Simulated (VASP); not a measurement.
Runs of VASP 6.6.1 on Os. The structure is that of space group Fm-3m (No. 225), or close to it. The cells are those of the table. 

```csv
cell,gap on the mesh (eV),pressure (GPa)
"a = 2.659 Å, angles 60.0°, 1 atom",none,(b)
"a = 2.697 Å, angles 60.0°, 1 atom",none,(a)
"a = 2.840 Å, angles 60.0°, 1 atom",none,-33.3
"a = 2.805 Å, angles 60.0°, 1 atom",none,-24.9
"a = 2.620 Å, angles 60.0°, 1 atom",none,66.6
```

Alike in all rows: task single point; level revPBE; potentials or basis VASP PAW PBE potentials, release 64 (Os); no spin polarisation; k mesh 16 × 16 × 16; cutoff (eV) 520; smearing fermi-dirac 0.1 eV.

Task: Fill in the values left out.

Result: (a) 16.8; (b) 38.8.

Caveats: the PAW data sets were made with another functional, which shifts forces and pressure a little; spin-orbit coupling is left out, which moves the levels of the heavy elements.

A k mesh can miss the band edges, and the runs leave out spin-orbit coupling on Os.

A gap of «none» marks levels without a gap at the run's occupations.
